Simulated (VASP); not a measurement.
A run of VASP 6.6.1 is set up as follows.

File INCAR:

```
  ALGO = Normal
  EDIFF = 1E-6
  EDIFFG = -0.01
  ENCUT = 600
  GGA = PE
  IBRION = 2
  ISIF = 3
  ISMEAR = 0
  LASPH = T
  LCHARG = F
  LREAL = F
  LWAVE = F
  NELM = 100
  NSW = 100
  PREC = Accurate
  SIGMA = 0.1
```

KPOINTS

```
k-points
0
Gamma
  10 10 10
```

Contents of POSCAR:

```
GePdF4
1.0
    0.0000000000      3.3142867800      3.3142867800
    3.3142867800      0.0000000000      3.3142867800
    3.3142867800      3.3142867800      0.0000000000
Ge Pd F
1 1 4
Direct
    0.0000000000      0.0000000000      0.0000000000
    0.7500000000      0.7500000000      0.7500000000
    0.8714018200      0.3761993900      0.3761993900
    0.3761993900      0.3761993900      0.3761993900
    0.3761993900      0.8714018200      0.3761993900
    0.3761993900      0.3761993900      0.8714018200
```

Potentials or basis: VASP PAW PBE potentials, release 64 (Ge_d, Pd, F).

The run is started by

```console
$ cat potpaw_PBE.64/Ge_d/POTCAR potpaw_PBE.64/Pd/POTCAR potpaw_PBE.64/F/POTCAR > POTCAR
$ mpirun -np 1 vasp_std > vasp.out
```

(1) Predict the space group after relaxing (to 0.05 Å).

(2) What does it give for the relaxed volume?

(3) What does it give for the band gap on the k mesh?

## Answers

(1) F-43m (No. 216).

(2) 11.80 Å³/atom.

(3) zero (band 26 reaches 2.89 eV, above the bottom of band 27 at 2.75 eV).
